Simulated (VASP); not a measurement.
# BaZrO3 (Pm-3m) in VASP: a series of runs

Runs on BaZrO3. Level: r2SCAN. Tasks: single point, relaxation of cell and atoms.

Program: VASP 6.6.1. These are calculated values, not measurements. Logs are shortened: lines on timing, memory, paths and dates and some standing lists are left out, and cuts for length are marked.

## (1) The cell of the first run

The structure is cubic, space group Pm-3m (No. 221). Conventional cell: a = 4.205 Å, b = 4.205 Å, c = 4.205 Å, α = 90.00°, β = 90.00°, γ = 90.00°. Within 3.9 Å of Ba (site symmetry m-3m) lie 12 O at 2.97 Å and 8 Zr at 3.64 Å. Zr (site symmetry m-3m) has 6 O at 2.10 Å within 2.8 Å. O (site symmetry 4/mmm) has 2 Zr at 2.10 Å within 2.8 Å.

## (2) Single point, r2SCAN

Input file POSCAR:

```
BaZrO3
1.0
    4.2051719888      0.0000000000      0.0000000000
    0.0000000000      4.2051719888      0.0000000000
    0.0000000000      0.0000000000      4.2051719888
Ba Zr O
1 1 3
Direct
    0.0000000000      0.0000000000      0.0000000000
    0.5000000000      0.5000000000      0.5000000000
    0.0000000000      0.5000000000      0.5000000000
    0.5000000000      0.0000000000      0.5000000000
    0.5000000000      0.5000000000      0.0000000000
```

Input file INCAR.step1:

```
SYSTEM = BaZrO3
PREC     = Accurate       ! precision mode
ENCUT    = 910            ! plane-wave cutoff, eV
ISMEAR   = -1             ! smearing method
SIGMA    = 0.1            ! smearing width, eV
LREAL    = .FALSE.        ! projectors in reciprocal space
LASPH    = .TRUE.         ! aspherical terms in the spheres
NELM     = 120            ! most SCF steps
NBANDS   = 28             ! bands
GGA      = PE             ! functional
ALGO     = Normal         ! electronic algorithm
EDIFF    = 1E-5           ! SCF threshold, eV
LWAVE    = .TRUE.         ! write WAVECAR
LCHARG   = .FALSE.        ! write CHGCAR
GGA_COMPAT= .FALSE.
```

Input file INCAR.step2:

```
SYSTEM = BaZrO3
PREC     = Accurate       ! precision mode
ENCUT    = 910            ! plane-wave cutoff, eV
EDIFF    = 1E-6           ! SCF threshold, eV
ISMEAR   = -1             ! smearing method
SIGMA    = 0.1            ! smearing width, eV
LREAL    = .FALSE.        ! projectors in reciprocal space
LASPH    = .TRUE.         ! aspherical terms in the spheres
NELM     = 120            ! most SCF steps
ALGO     = Normal         ! electronic algorithm
ISIF     = 2              ! what is computed and relaxed
LWAVE    = .FALSE.        ! write WAVECAR
LCHARG   = .FALSE.        ! write CHGCAR
METAGGA  = R2SCAN         ! meta-GGA
LMIXTAU  = .TRUE.       
NBANDS   = 28             ! bands
ISTART   = 1            
GGA_COMPAT= .FALSE.
```

Input file KPOINTS:

```
regular mesh
0
G
  8 8 8
  0 0 0
```

Potentials or basis: VASP PAW PBE potentials, release 64 (Ba_sv, Zr_sv, O_h).

Run with:

```
$ cat potpaw_PBE.64/Ba_sv/POTCAR potpaw_PBE.64/Zr_sv/POTCAR potpaw_PBE.64/O_h/POTCAR > POTCAR
$ cp INCAR.step1 INCAR
$ mpirun -np 1 vasp_std > vasp.out
$ cp INCAR.step2 INCAR
$ mpirun -np 1 vasp_std > vasp.out
```

OUTCAR:

```text
SYSTEM = BaZrO3
   PREC = Accurate
   ENCUT = 910
   EDIFF = 1E-6
   ISMEAR = -1
   LREAL = .FALSE.
   LASPH = .TRUE.
   NELM = 120
   ISIF = 2
   METAGGA = R2SCAN
   ISTART = 1

 ion  position               nearest neighbor table
   1  0.000  0.000  0.000-   3 2.97   4 2.97   5 2.97   3 2.97   4 2.97   3 2.97   5 2.97   3 2.97
                             4 2.97   5 2.97   4 2.97   5 2.97   2 3.64   2 3.64   2 3.64   2 3.64
   2  0.500  0.500  0.500-   3 2.10   4 2.10   5 2.10   5 2.10   4 2.10   3 2.10   1 3.64   1 3.64
                             1 3.64   1 3.64   1 3.64   1 3.64   1 3.64   1 3.64
   3  0.000  0.500  0.500-   2 2.10   2 2.10   1 2.97   1 2.97   1 2.97   1 2.97
   4  0.500  0.000  0.500-   2 2.10   2 2.10   1 2.97   1 2.97   1 2.97   1 2.97
   5  0.500  0.500  0.000-   2 2.10   2 2.10   1 2.97   1 2.97   1 2.97   1 2.97

  LATTYP: Found a simple cubic cell.
 ALAT       =     4.2051719888

  Lattice vectors:

 A1 = (   4.2051719888,   0.0000000000,   0.0000000000)
 A2 = (   0.0000000000,   4.2051719888,   0.0000000000)
 A3 = (   0.0000000000,   0.0000000000,   4.2051719888)

Analysis of symmetry for initial positions (statically):
=====================================================================
 Subroutine PRICEL returns:
 Original cell was already a primitive cell.

 Routine SETGRP: Setting up the symmetry group for a
 simple cubic supercell.

 Subroutine GETGRP returns: Found 48 space group operations
 (whereof 48 operations were pure point group operations)
 out of a pool of 48 trial point group operations.

The static configuration has the point symmetry O_h .

Analysis of symmetry for dynamics (positions and initial velocities):
=====================================================================
 Subroutine PRICEL returns:
 Original cell was already a primitive cell.

 Routine SETGRP: Setting up the symmetry group for a
 simple cubic supercell.

 Subroutine GETGRP returns: Found 48 space group operations
 (whereof 48 operations were pure point group operations)
 out of a pool of 48 trial point group operations.

The dynamic configuration has the point symmetry O_h .

 Subroutine INISYM returns: Found 48 space group operations
 (whereof 48 operations are pure point group operations),
 and found     1 'primitive' translations

[... 99 lines left out ...]
   NELM   =    120;   NELMIN=  2; NELMDL=  0     # of ELM steps
   EDIFF  = 0.1E-05   stopping-criterion for ELM
   LREAL  =      F    real-space projection
   EDIFFG = 0.1E-04   stopping-criterion for IOM
   NSW    =      0    number of steps for IOM
   IBRION =     -1    ionic relax: 0-MD 1-quasi-New 2-CG
   NFREE  =      0    steps in history (QN), initial steepest desc. (CG)
   ISIF   =      2    stress and relaxation
   ISYM   =      2    0-nonsym 1-usesym 2-fastsym
   POTIM  = 0.5000    time-step for ionic-motion
   TEBEG  =    0.0;   TEEND  =   0.0 temperature during run
   PSTRESS=    0.0 pullay stress
   NELECT =      40.0000    total number of electrons
   NUPDOWN=      -1.0000    fix difference up-down
   EMIN   =  10.00;   EMAX   =-10.00  energy-range for DOS
   EFERMI =   0.00;   METHOD = LEGACY
   ISMEAR =    -1;   SIGMA  =   0.10  broadening in eV -4-tet -1-fermi 0-gaus
   EFERMI_NEDOS =   21; number of points for ismear=-14 and -15
   IALGO  =     38    algorithm
   IMIX   =      4    mixing-type and parameters
     AMIX     =   0.40;   BMIX     =  1.00
     AMIX_MAG =   1.60;   BMIX_MAG =  1.00
  volume/ion in A,a.u.               =      14.87       100.36
  Fermi-wavevector in a.u.,A,eV,Ry     =   1.331408  2.515996 24.118319  1.772646
  Thomas-Fermi vector in A             =   2.460421
   LORBIT       =      0    0 simple, 1 ext, 2 COOP (PROOUT), +10 PAW based schemes
   METAGGA = R2SCAN    functional components
   LHFCALC =     F    Hartree Fock is set to
   AEXX    =    0.0000 exact exchange contribution
   IVDW    =     0    specifies the selected vdW correction
   LEPSILON=     F    determine dielectric tensor
   LRPA    =     F    only Hartree local field effects (RPA)
 non-spin polarized calculation
  energy-cutoff  :      910.00
  volume of cell :       74.36
 maximum number of plane-waves:      4680
 NGX is ok and might be reduce to    42
   NGX = 21   NGY = 21   NGZ = 21

 number of electron      40.0000010 magnetization

 Free energy of the ion-electron system (eV)
  ---------------------------------------------------
  ext. energy  EPLUGINS =         0.00000000
  ---------------------------------------------------
  free energy    TOTEN  =       -85.13210819 eV

  energy without entropy =      -85.13210819  energy(sigma->0) =      -85.13210819

 E-fermi :   5.6497     XC(G=0): -11.3403

 val. band max:        3.7182698439   @ k =   0.5000   0.5000   0.5000
 cond. band min:       7.4083493497   @ k =   0.0000   0.0000   0.0000
 fundamental gap:      3.6900795058
 Fermi energy:         5.6496923084

 k-point     1 :       0.0000    0.0000    0.0000
  band No.  band energies     occupation
      1     -44.8501      2.00000
      2     -22.3059      2.00000
      3     -22.2793      2.00000
      4     -22.2793      2.00000
      5     -22.2793      2.00000
      6     -13.6044      2.00000
[... 733 lines left out ...]
     27      12.7598      0.00000
     28      13.3804      0.00000

 [... further k-points ...]

------------------------ aborting loop because EDIFF is reached ----------------------------------------

  FORCE on cell =-STRESS in cart. coord.  units (eV):
  Direction    XX          YY          ZZ          XY          YZ          ZX
  --------------------------------------------------------------------------------------
  -------------------------------------------------------------------------------------
  Total        0.3667007      0.3667007      0.3667007      0.0000000      0.0000000      0.0000000
  in kB        7.9008000      7.9008000      7.9008000      0.0000000      0.0000000      0.0000000
  external PRESSURE =       7.9008000 kB  Pullay stress =       0.0000000 kB

 VOLUME and BASIS-vectors are now :
 -----------------------------------------------------------------------------
  energy-cutoff  :      910.00
  volume of cell :       74.36
      direct lattice vectors                 reciprocal lattice vectors
     4.205171989  0.000000000  0.000000000     0.237802402  0.000000000  0.000000000
     0.000000000  4.205171989  0.000000000     0.000000000  0.237802402  0.000000000
     0.000000000  0.000000000  4.205171989     0.000000000  0.000000000  0.237802402

 POSITION                                       TOTAL-FORCE (eV/Angst)
 -----------------------------------------------------------------------------------
      0.00000      0.00000      0.00000         0.000000      0.000000      0.000000
      2.10259      2.10259      2.10259         0.000000      0.000000      0.000000
      0.00000      2.10259      2.10259         0.000000      0.000000      0.000000
      2.10259      0.00000      2.10259         0.000000      0.000000      0.000000
      2.10259      2.10259      0.00000         0.000000      0.000000      0.000000
 -----------------------------------------------------------------------------------
    total drift:                                0.000000     -0.000000     -0.000000

  FREE ENERGIE OF THE ION-ELECTRON SYSTEM (eV)
  ---------------------------------------------------
  free  energy   TOTEN  =       -85.1321081904 eV

  energy  without entropy=      -85.1321081870  energy(sigma->0) =      -85.13210819
```

Wall time 8.9 min (1 thread of Intel Xeon Platinum 8259CL at 2.50GHz (Skylake/Cascade Lake), shared host); peak memory 0.4 GiB.

Results:

* Free energy: -85.1321 eV
* Pressure: 0.8 GPa
* Band gap on the k mesh: 3.69 eV (least direct gap 3.94 eV)

Caveat: the cutoff is under 1.25 times the usual one of these potentials, so pressure, stress and relaxed cells hold a basis-set (Pulay) error; the PAW data sets were made with another functional, which shifts forces and pressure a little; spin-orbit coupling is left out, which moves the levels of the heavy elements.

## (3) Relaxation of cell and atoms, r2SCAN, target pressure 10 GPa, at which the enthalpy is minimised

POSCAR is that of step 2.

Input file INCAR.step1:

```
SYSTEM = BaZrO3
  PREC = Accurate
  ENCUT = 600
  ISMEAR = 0
  SIGMA = 0.01
  LREAL = .False.
  LASPH = .True.
  NELM = 80
  GGA = PE
  ALGO = Normal
  EDIFF = 1E-4
  LWAVE = .True.
  LCHARG = .False.
```

Input file INCAR.step2:

```
SYSTEM = BaZrO3
  PREC = Accurate
  ENCUT = 600
  EDIFF = 1E-6
  ISMEAR = 0
  SIGMA = 0.01
  LREAL = .False.
  LASPH = .True.
  NELM = 80
  ALGO = Normal
  ISIF = 3
  LWAVE = .False.
  LCHARG = .False.
  METAGGA = R2SCAN
  LMIXTAU = .True.
  IBRION = 2
  NSW = 100
  EDIFFG = -0.002
  PSTRESS = 100.0
  ISTART = 1
```

Input file KPOINTS:

```
regular mesh
0
Gamma
  6 6 6
  0 0 0
```

Potentials or basis: VASP PAW PBE potentials, release 64 (Ba_sv, Zr_sv, O).

Run with:

```
$ cat potpaw_PBE.64/Ba_sv/POTCAR potpaw_PBE.64/Zr_sv/POTCAR potpaw_PBE.64/O/POTCAR > POTCAR
$ cp INCAR.step1 INCAR
$ mpirun -np 1 vasp_std > vasp.out
$ cp INCAR.step2 INCAR
$ mpirun -np 1 vasp_std > vasp.out
```

Wall time 5.4 min (1 thread of Intel Xeon 6975P-C (Granite Rapids), shared host); peak memory 0.27 GiB.

Results (log left out):

```yaml
Free_energy: -84.9966 eV
Relaxed_volume: 14.16 Å³/atom
Relaxed_cell: a = 4.137 Å, b = 4.137 Å, c = 4.137 Å, α = 90.00°, β = 90.00°, γ = 90.00°
Space_group_after_relaxing_to_0.1_Å: Pm-3m (No. 221)
Energy_change_on_relaxing_the_run_minimises_the_enthalpy: +23.4 meV/atom
Ionic_steps: 4
Pressure_after_relaxing: 10.0 GPa
Band_gap_on_the_k_mesh: 3.80 eV (least direct gap 3.99 eV)
```

Step by step:
| step | energy change (eV) | largest force (eV/Å) | pressure (GPa) | volume (Å³) |
| --- | --- | --- | --- | --- |
| 1 | 0.0000 | 0.0000 | 0.87 | 74.36 |
| 2 | 0.7171 | 0.0000 | 28.38 | 65.61 |
| 3 | 0.1125 | 0.0000 | 9.81 | 70.86 |
| 4 | 0.1168 | 0.0000 | 10.01 | 70.79 |

Final structure:
```
Ba Zr O
1.0
     4.13671    0.00000    0.00000
     0.00000    4.13671    0.00000
     0.00000    0.00000    4.13671
Ba Zr O
1 1 3
Direct
  0.00000 0.00000 0.00000
  0.50000 0.50000 0.50000
  0.00000 0.50000 0.50000
  0.50000 0.00000 0.50000
  0.50000 0.50000 0.00000
```

Levels at points of the mesh, in eV from the valence-band top:
```tsv
k point	band 18	band 19	band 20	band 21	band 22	band 23
(0.00, 0.00, 0.00)	-0.20	-0.20	-0.20	3.80	3.80	3.80
(0.50, 0.00, 0.00)	-1.78	-0.42	-0.42	4.28	6.51	6.51
(0.50, 0.50, 0.00)	-0.94	-0.72	-0.08	6.47	6.47	7.23
(0.50, 0.50, 0.50)	0.00	0.00	0.00	6.79	6.79	6.79
```

Caveat: the cell is relaxed towards a set pressure, so the run minimises the enthalpy, not the energy; the PAW data sets were made with another functional, which shifts forces and pressure a little; spin-orbit coupling is left out, which moves the levels of the heavy elements. A k mesh can miss the band edges.

(Continued in part 2 of 2.)
